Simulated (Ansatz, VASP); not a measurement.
**Two plane-wave programs on O**

The input INCAR:

```
SYSTEM = O
PREC = Accurate ; ENCUT = 520
EDIFF = 1E-8 ; ISMEAR = -1
SIGMA = 0.02 ; LREAL = .FALSE.
LASPH = .TRUE. ; NELM = 100
ALGO = Normal ; ISIF = 2
LWAVE = .FALSE. ; LCHARG = .FALSE.
GGA = PE ; LEFG = .TRUE.
NBANDS = 13
```

File KPOINTS:

```
Automatic mesh
0
G
  10 10 10
  0 0 0
```

File POSCAR:

```
O
1.0
    1.4327754493      0.8272132913      3.4308721810
   -1.4327754493      0.8272132913      3.4308721810
    0.0000000000     -1.6544265826      3.4308721810
O
2
Direct
    0.0577000000      0.0577000000      0.0577000000
    0.9423000000      0.9423000000      0.9423000000
```

Input for Ansatz:

```yaml
crystal:
  lattice:
    - [1.4327754493, 0.8272132913, 3.430872181]
    - [-1.4327754493, 0.8272132913, 3.430872181]
    - [0.0, -1.6544265826, 3.430872181]
  atoms:
    - { symbol: O, position: [0.0577, 0.0577, 0.0577] }
    - { symbol: O, position: [0.9423, 0.9423, 0.9423] }
kpoints:
  mp_grid: { grid: [10, 10, 10] }
scf:
  occupations: { method: fermi_dirac, width: 0.02 }
hamiltonian:
  xc: pbe
  pseudopotentials: { kind: paw }
output:
  forces: true
  stress: true
  eigenvalues: true
  efg: { contact_densities: true }
```

Change from the starting cell: volume scaled by 1.02, PAW files.

Alike in both runs: task electric field gradients; functional PBE; k mesh 10 × 10 × 10; occupations fermi-dirac, width 0.02 eV; no spin polarisation.

|  | VASP | Ansatz |
| --- | --- | --- |
| version | VASP 6.6.1 | Ansatz 0.2.0 |
| potentials or method | VASP PAW PBE potentials, release 64 (O) | PAW with Ansatz's default frozen-core files, scalar-relativistic |
| plane-wave cutoff (eV) | 520 | 420 |
| valence electrons in the cell | 12 | 12 |

Ansatz gave:

```
pressure (GPa)                                                : 3.3
traceless stress, the component that is largest in VASP (GPa) : 18.41
rms of the force components (eV/Å)                            : 1.127
size of Vzz on the site where it differs most (V/Å²)          : 119.8
```

Question: What did VASP give for the same quantities?

Answer: Pressure (GPa): 6.9; traceless stress, the component that is largest in VASP (GPa): 26.47; rms of the force components (eV/Å): 2.037; size of Vzz on the site where it differs most (V/Å²): 121.0.

Atom by atom the forces differ by 0.910 eV/Å (rms over components).

Noted on VASP's run: the standard files for N, O and F lose accuracy on very short bonds; spin is off for a triplet molecule.
